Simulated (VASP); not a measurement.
# BN (P6_3mc) in VASP: a series of runs, part 2 of 2

VASP 6.6.1.

## Step 3: Single point, PBE

Input file INCAR:

```
  ALGO = Normal
  EDIFF = 1E-6
  ENCUT = 600
  GGA = PE
  GGA_COMPAT = F
  ISIF = 2
  ISMEAR = 0
  LASPH = T
  LCHARG = T
  LELF = T
  LREAL = F
  LVHAR = T
  LWAVE = F
  NBANDS = 16
  NELM = 120
  PREC = Accurate
  SIGMA = 0.01
```

Input file KPOINTS:

```
k-points
0
Gamma
  12 12 4
```

Input file POSCAR:

```
BN
1.0
    2.5360000000      0.0000000000      0.0000000000
   -1.2680000000      2.1962404240      0.0000000000
    0.0000000000      0.0000000000      4.1990000000
B N
2 2
Direct
    0.6666666667      0.3333333333      0.0000000000
    0.3333333333      0.6666666667      0.5000000000
    0.6666666667      0.3333333333      0.3750000000
    0.3333333333      0.6666666667      0.8750000000
```

Potentials or basis: VASP PAW PBE potentials, release 64 (B, N).

On the command line:

```console
$ cat potpaw_PBE.64/B/POTCAR potpaw_PBE.64/N/POTCAR > POTCAR
$ mpirun -np 1 vasp_std > vasp.out
```

OUTCAR:

```text
EDIFF = 1E-6
   ENCUT = 600
   GGA = PE
   ISIF = 2
   ISMEAR = 0
   LASPH = T
   LREAL = F
   NELM = 120
   PREC = Accurate

 ion  position               nearest neighbor table
   1  0.667  0.333  0.000-   4 1.56   4 1.56   4 1.56   3 1.57
   2  0.333  0.667  0.500-   3 1.56   3 1.56   3 1.56   4 1.57
   3  0.667  0.333  0.375-   2 1.56   2 1.56   2 1.56   1 1.57
   4  0.333  0.667  0.875-   1 1.56   1 1.56   1 1.56   2 1.57

  LATTYP: Found a hexagonal cell.
 ALAT       =     2.5360000000
 C/A-ratio  =     1.6557570978

  Lattice vectors:

 A1 = (   2.5360000000,   0.0000000000,   0.0000000000)
 A2 = (  -1.2680000000,   2.1962404240,   0.0000000000)
 A3 = (   0.0000000000,   0.0000000000,   4.1990000000)

Analysis of symmetry for initial positions (statically):
=====================================================================
 Subroutine PRICEL returns:
 Original cell was already a primitive cell.

 Routine SETGRP: Setting up the symmetry group for a
 hexagonal supercell.

 Subroutine GETGRP returns: Found 12 space group operations
 (whereof  6 operations were pure point group operations)
 out of a pool of 24 trial point group operations.

The static configuration has the point symmetry C_3v.
 The point group associated with its full space group is C_6v.

Analysis of symmetry for dynamics (positions and initial velocities):
=====================================================================
 Subroutine PRICEL returns:
 Original cell was already a primitive cell.

 Routine SETGRP: Setting up the symmetry group for a
 hexagonal supercell.

 Subroutine GETGRP returns: Found 12 space group operations
 (whereof  6 operations were pure point group operations)
 out of a pool of 24 trial point group operations.

The dynamic configuration has the point symmetry C_3v.
 The point group associated with its full space group is C_6v.

 Subroutine INISYM returns: Found 12 space group operations
[... 122 lines left out ...]
  volume/ion in A,a.u.               =       5.85        39.46
  Fermi-wavevector in a.u.,A,eV,Ry     =   1.442524  2.725976 28.312044  2.080877
  Thomas-Fermi vector in A             =   2.561035
   LORBIT       =      0    0 simple, 1 ext, 2 COOP (PROOUT), +10 PAW based schemes
   GGA     = PE    functional components
   LHFCALC =     F    Hartree Fock is set to
   AEXX    =    0.0000 exact exchange contribution
   IVDW    =     0    specifies the selected vdW correction
   LEPSILON=     F    determine dielectric tensor
   LRPA    =     F    only Hartree local field effects (RPA)
 non-spin polarized calculation
 Gauss-broadening in eV      SIGMA  =   0.01
  energy-cutoff  :      600.00
  volume of cell :       23.39
 maximum number of plane-waves:       801
   NGX = 11   NGY = 11   NGZ = 17

 number of electron      16.0000003 magnetization

 Free energy of the ion-electron system (eV)
  ---------------------------------------------------
  ext. energy  EPLUGINS =         0.00000000
  ---------------------------------------------------
  free energy    TOTEN  =       -34.82643620 eV

  energy without entropy =      -34.82643620  energy(sigma->0) =      -34.82643620

 E-fermi :   7.8374     XC(G=0): -12.8633

 val. band max:        7.6800768831   @ k =   0.0000   0.0000   0.0000
 cond. band min:      12.8796267894   @ k =   0.3333   0.3333   0.0000
 fundamental gap:      5.1995499064
 Fermi energy:         7.8373993764

 k-point     1 :       0.0000    0.0000    0.0000
  band No.  band energies     occupation
      1     -12.8384      2.00000
      2      -8.6449      2.00000
      3      -3.3279      2.00000
      4       5.5457      2.00000
      5       5.5457      2.00000
      6       7.4317      2.00000
[... 433 lines left out ...]
      3      -1.1160      2.00000
      4       0.8048      2.00000
      5       1.4165      2.00000
      6       3.5246      2.00000
[... 8 lines left out ...]
     15      23.3992      0.00000
     16      24.2244      0.00000

 [... further k-points ...]

------------------------ aborting loop because EDIFF is reached ----------------------------------------

  FORCE on cell =-STRESS in cart. coord.  units (eV):
  Direction    XX          YY          ZZ          XY          YZ          ZX
  --------------------------------------------------------------------------------------
  -------------------------------------------------------------------------------------
  Total        1.2264453      1.2264453      1.0494170     -0.0000000      0.0000000      0.0000000
  in kB       84.0202101     84.0202101     71.8925111     -0.0000000      0.0000000      0.0000000
  external PRESSURE =      79.9776437 kB  Pullay stress =       0.0000000 kB

 VOLUME and BASIS-vectors are now :
 -----------------------------------------------------------------------------
  energy-cutoff  :      600.00
  volume of cell :       23.39
      direct lattice vectors                 reciprocal lattice vectors
     2.536000000  0.000000000  0.000000000     0.394321767  0.227661778  0.000000000
    -1.268000000  2.196240424  0.000000000     0.000000000  0.455323556  0.000000000
     0.000000000  0.000000000  4.199000000     0.000000000  0.000000000  0.238151941

 POSITION                                       TOTAL-FORCE (eV/Angst)
 -----------------------------------------------------------------------------------
      1.26800      0.73208      0.00000        -0.000000     -0.000000      0.057436
     -0.00000      1.46416      2.09950         0.000000     -0.000000      0.057436
      1.26800      0.73208      1.57462         0.000000      0.000000     -0.057436
     -0.00000      1.46416      3.67413        -0.000000     -0.000000     -0.057436
 -----------------------------------------------------------------------------------
    total drift:                                0.000000     -0.000000     -0.000240

  FREE ENERGIE OF THE ION-ELECTRON SYSTEM (eV)
  ---------------------------------------------------
  free  energy   TOTEN  =       -34.8264362009 eV

  energy  without entropy=      -34.8264362009  energy(sigma->0) =      -34.82643620
```

OSZICAR:

```text
N       E                     dE             d eps       ncg     rms          rms(c)
DAV:   1     0.460897094151E+02    0.46090E+02   -0.91637E+03  1832   0.110E+03
DAV:   2    -0.342381223161E+02   -0.80328E+02   -0.75239E+02  2600   0.264E+02
DAV:   3    -0.367985655588E+02   -0.25604E+01   -0.25540E+01  2192   0.431E+01
DAV:   4    -0.368051774512E+02   -0.66119E-02   -0.66110E-02  2144   0.241E+00
DAV:   5    -0.368051950323E+02   -0.17581E-04   -0.17581E-04  2112   0.116E-01    0.955E+00
DAV:   6    -0.349980031348E+02    0.18072E+01   -0.22426E+00  2344   0.144E+01    0.453E+00
DAV:   7    -0.348554913232E+02    0.14251E+00   -0.34039E-01  2320   0.479E+00    0.275E+00
DAV:   8    -0.348273907637E+02    0.28101E-01   -0.53507E-02  2120   0.191E+00    0.262E-01
DAV:   9    -0.348261506942E+02    0.12401E-02   -0.20100E-03  2136   0.587E-01    0.138E-01
DAV:  10    -0.348264296820E+02   -0.27899E-03   -0.50220E-04  2184   0.181E-01    0.260E-02
DAV:  11    -0.348264350331E+02   -0.53511E-05   -0.32924E-05  2272   0.580E-02    0.148E-02
DAV:  12    -0.348264361076E+02   -0.10745E-05   -0.57558E-06  2168   0.247E-02    0.224E-03
DAV:  13    -0.348264362009E+02   -0.93296E-07   -0.16778E-07   928   0.425E-03
   1 F= -.34826436E+02 E0= -.34826436E+02  d E =-.634107-112
```

Run time: 29 s. Hardware: 1 thread of Intel Xeon 8259CL, shared host; peak memory 0.15 GiB.

What came out:

- Free energy: -34.8264 eV
- Pressure: 8.0 GPa
- Largest force: 0.057 eV/Å
- Band gap on the k mesh: 5.20 eV (least direct gap 8.35 eV)

Forces in eV/Å, atoms in the order of the input:
```
B    0.000  0.000  0.057
B    0.000  0.000  0.057
N    0.000  0.000 -0.057
N    0.000  0.000 -0.057
```

Stress tensor (GPa, compression positive):
```
8.40 0.00 0.00
0.00 8.40 0.00
0.00 0.00 7.19
```

Levels at points of the mesh, in eV from the valence-band top:
| k point | band 5 | band 6 | band 7 | band 8 | band 9 | band 10 | band 11 | band 12 |
| --- | --- | --- | --- | --- | --- | --- | --- | --- |
| (0.00, 0.00, 0.00) | -2.13 | -0.25 | 0.00 | 0.00 | 8.44 | 8.44 | 8.62 | 9.69 |
| (0.50, 0.00, 0.00) | -6.95 | -5.03 | -4.44 | -2.14 | 6.77 | 8.01 | 10.71 | 11.61 |
| (0.00, 0.00, 0.50) | -1.18 | -1.18 | -1.18 | -1.18 | 9.61 | 9.61 | 10.00 | 10.00 |
| (0.50, 0.00, 0.50) | -3.81 | -3.81 | -3.59 | -3.59 | 6.64 | 6.64 | 10.11 | 10.11 |

Caveat: the cell stands under pressure. A k mesh can miss the band edges.

## Step 4: Single point, PBE

Input file INCAR:

```
SYSTEM = BN
PREC = Accurate
ENCUT = 600
EDIFF = 1E-6
ISMEAR = 0
SIGMA = 0.01
LREAL = .FALSE.
LASPH = .TRUE.
NELM = 120
ALGO = Normal
ISIF = 2
LWAVE = .FALSE.
LCHARG = .TRUE.
GGA = PE
LELF = .TRUE.
LVHAR = .TRUE.
NBANDS = 16
GGA_COMPAT = .FALSE.
```

Input file KPOINTS:

```
Automatic mesh
0
G
  12 12 8
  0 0 0
```

POSCAR is that of step 3.

Potentials or basis: VASP PAW PBE potentials, release 64 (B, N).

On the command line:

```console
$ cat potpaw_PBE.64/B/POTCAR potpaw_PBE.64/N/POTCAR > POTCAR
$ mpirun -np 1 vasp_std > vasp.out
```

OUTCAR:

```text
SYSTEM = BN
   PREC = Accurate
   ENCUT = 600
   EDIFF = 1E-6
   ISMEAR = 0
   LREAL = .FALSE.
   LASPH = .TRUE.
   NELM = 120
   ISIF = 2
   GGA = PE

 ion  position               nearest neighbor table
   1  0.667  0.333  0.000-   4 1.56   4 1.56   4 1.56   3 1.57
   2  0.333  0.667  0.500-   3 1.56   3 1.56   3 1.56   4 1.57
   3  0.667  0.333  0.375-   2 1.56   2 1.56   2 1.56   1 1.57
   4  0.333  0.667  0.875-   1 1.56   1 1.56   1 1.56   2 1.57

  LATTYP: Found a hexagonal cell.
 ALAT       =     2.5360000000
 C/A-ratio  =     1.6557570978

  Lattice vectors:

 A1 = (   2.5360000000,   0.0000000000,   0.0000000000)
 A2 = (  -1.2680000000,   2.1962404240,   0.0000000000)
 A3 = (   0.0000000000,   0.0000000000,   4.1990000000)

Analysis of symmetry for initial positions (statically):
=====================================================================
 Subroutine PRICEL returns:
 Original cell was already a primitive cell.

 Routine SETGRP: Setting up the symmetry group for a
 hexagonal supercell.

 Subroutine GETGRP returns: Found 12 space group operations
 (whereof  6 operations were pure point group operations)
 out of a pool of 24 trial point group operations.

The static configuration has the point symmetry C_3v.
 The point group associated with its full space group is C_6v.

Analysis of symmetry for dynamics (positions and initial velocities):
=====================================================================
 Subroutine PRICEL returns:
 Original cell was already a primitive cell.

 Routine SETGRP: Setting up the symmetry group for a
 hexagonal supercell.

 Subroutine GETGRP returns: Found 12 space group operations
 (whereof  6 operations were pure point group operations)
 out of a pool of 24 trial point group operations.

The dynamic configuration has the point symmetry C_3v.
 The point group associated with its full space group is C_6v.

 Subroutine INISYM returns: Found 12 space group operations
[... 121 lines left out ...]
     AMIX_MAG =   1.60;   BMIX_MAG =  1.00
  volume/ion in A,a.u.               =       5.85        39.46
  Fermi-wavevector in a.u.,A,eV,Ry     =   1.442524  2.725976 28.312044  2.080877
  Thomas-Fermi vector in A             =   2.561035
   LORBIT       =      0    0 simple, 1 ext, 2 COOP (PROOUT), +10 PAW based schemes
   GGA     = PE    functional components
   LHFCALC =     F    Hartree Fock is set to
   AEXX    =    0.0000 exact exchange contribution
   IVDW    =     0    specifies the selected vdW correction
   LEPSILON=     F    determine dielectric tensor
   LRPA    =     F    only Hartree local field effects (RPA)
 non-spin polarized calculation
 Gauss-broadening in eV      SIGMA  =   0.01
  energy-cutoff  :      600.00
  volume of cell :       23.39
 maximum number of plane-waves:       801
   NGX = 11   NGY = 11   NGZ = 17

 number of electron      16.0000003 magnetization

 Free energy of the ion-electron system (eV)
  ---------------------------------------------------
  ext. energy  EPLUGINS =         0.00000000
  ---------------------------------------------------
  free energy    TOTEN  =       -34.82635713 eV

  energy without entropy =      -34.82635713  energy(sigma->0) =      -34.82635713

 E-fermi :   7.7227     XC(G=0): -12.8633

 val. band max:        7.6800876624   @ k =   0.0000   0.0000   0.0000
 cond. band min:      12.8796288156   @ k =   0.3333   0.3333   0.0000
 fundamental gap:      5.1995411532
 Fermi energy:         7.7226816619

 k-point     1 :       0.0000    0.0000    0.0000
  band No.  band energies     occupation
      1     -12.8384      2.00000
      2      -8.6449      2.00000
      3      -3.3279      2.00000
      4       5.5457      2.00000
      5       5.5457      2.00000
      6       7.4317      2.00000
[... 433 lines left out ...]
      3      -1.1950      2.00000
      4      -0.0479      2.00000
      5       1.8409      2.00000
      6       3.2851      2.00000
[... 8 lines left out ...]
     15      24.0211      0.00000
     16      24.0278      0.00000

 [... further k-points ...]

------------------------ aborting loop because EDIFF is reached ----------------------------------------

  FORCE on cell =-STRESS in cart. coord.  units (eV):
  Direction    XX          YY          ZZ          XY          YZ          ZX
  --------------------------------------------------------------------------------------
  -------------------------------------------------------------------------------------
  Total        1.2259581      1.2259581      1.0501799      0.0000000      0.0000000      0.0000000
  in kB       83.9868313     83.9868313     71.9447773      0.0000000      0.0000000      0.0000000
  external PRESSURE =      79.9728133 kB  Pullay stress =       0.0000000 kB

 VOLUME and BASIS-vectors are now :
 -----------------------------------------------------------------------------
  energy-cutoff  :      600.00
  volume of cell :       23.39
      direct lattice vectors                 reciprocal lattice vectors
     2.536000000  0.000000000  0.000000000     0.394321767  0.227661778  0.000000000
    -1.268000000  2.196240424  0.000000000     0.000000000  0.455323556  0.000000000
     0.000000000  0.000000000  4.199000000     0.000000000  0.000000000  0.238151941

 POSITION                                       TOTAL-FORCE (eV/Angst)
 -----------------------------------------------------------------------------------
      1.26800      0.73208      0.00000        -0.000000      0.000000      0.057867
     -0.00000      1.46416      2.09950         0.000000      0.000000      0.057867
      1.26800      0.73208      1.57462        -0.000000     -0.000000     -0.057867
     -0.00000      1.46416      3.67413         0.000000      0.000000     -0.057867
 -----------------------------------------------------------------------------------
    total drift:                                0.000000     -0.000000     -0.000241

  FREE ENERGIE OF THE ION-ELECTRON SYSTEM (eV)
  ---------------------------------------------------
  free  energy   TOTEN  =       -34.8263571318 eV

  energy  without entropy=      -34.8263571318  energy(sigma->0) =      -34.82635713
```

OSZICAR:

```text
N       E                     dE             d eps       ncg     rms          rms(c)
DAV:   1     0.470457221412E+02    0.47046E+02   -0.90527E+03  3048   0.109E+03
DAV:   2    -0.341645187529E+02   -0.81210E+02   -0.75465E+02  4232   0.262E+02
DAV:   3    -0.367979961702E+02   -0.26335E+01   -0.26262E+01  3720   0.440E+01
DAV:   4    -0.368051141782E+02   -0.71180E-02   -0.71174E-02  3592   0.249E+00
DAV:   5    -0.368051325555E+02   -0.18377E-04   -0.18377E-04  3536   0.120E-01    0.955E+00
DAV:   6    -0.349980011791E+02    0.18071E+01   -0.22425E+00  3904   0.144E+01    0.453E+00
DAV:   7    -0.348553981693E+02    0.14260E+00   -0.33964E-01  3912   0.478E+00    0.275E+00
DAV:   8    -0.348272934226E+02    0.28105E-01   -0.53438E-02  3536   0.190E+00    0.261E-01
DAV:   9    -0.348260720324E+02    0.12214E-02   -0.19918E-03  3504   0.584E-01    0.138E-01
DAV:  10    -0.348263506528E+02   -0.27862E-03   -0.50067E-04  3600   0.181E-01    0.259E-02
DAV:  11    -0.348263559702E+02   -0.53173E-05   -0.32770E-05  3768   0.579E-02    0.148E-02
DAV:  12    -0.348263570389E+02   -0.10687E-05   -0.57521E-06  3648   0.247E-02    0.223E-03
DAV:  13    -0.348263571318E+02   -0.92868E-07   -0.16809E-07  1552   0.426E-03
   1 F= -.34826357E+02 E0= -.34826357E+02  d E =-.129334E-12
```

stdout:

```text
POSCAR found type information on POSCAR B N
 POSCAR found :  2 types and       4 ions
 scaLAPACK will be used
 LDA part: xc-table for (Slater+PW92), standard interpolation
 POSCAR, INCAR and KPOINTS ok, starting setup
 FFT: planning ... GRIDC
 FFT: planning ... GRID_SOFT
 FFT: planning ... GRID
 WAVECAR not read
 entering main loop
```

It took 49 s on 1 thread of Intel Xeon 8259CL, shared host; peak memory 0.16 GiB.

What came out:

* Free energy: -34.8264 eV
* Pressure: 8.0 GPa
* Largest force: 0.058 eV/Å
* Band gap on the k mesh: 5.20 eV (least direct gap 8.35 eV)

Forces in eV/Å, atoms in the order of the input:
```
B    0.000  0.000  0.058
B    0.000  0.000  0.058
N    0.000  0.000 -0.058
N    0.000  0.000 -0.058
```

Caveat: the cell stands under pressure.

## Step 5: The runs side by side

| k mesh | gap on the mesh (eV) | pressure (GPa) | largest force (eV/Å) |
| --- | --- | --- | --- |
| 6 × 6 × 4 | 5.20 | 8.0 | 0.05 |
| 12 × 12 × 4 | 5.20 | 8.0 | 0.06 |
| 12 × 12 × 8 | 5.20 | 8.0 | 0.06 |

Alike in all rows: task single point; level PBE; potentials or basis VASP PAW PBE potentials, release 64 (B, N); no spin polarisation; cell as given; cutoff (eV) 600; smearing gaussian 0.01 eV.

Caveats: some runs use coarse meshes; the cell stands under pressure (at least some runs).

Absolute energies hang on the potentials; compare differences alone.
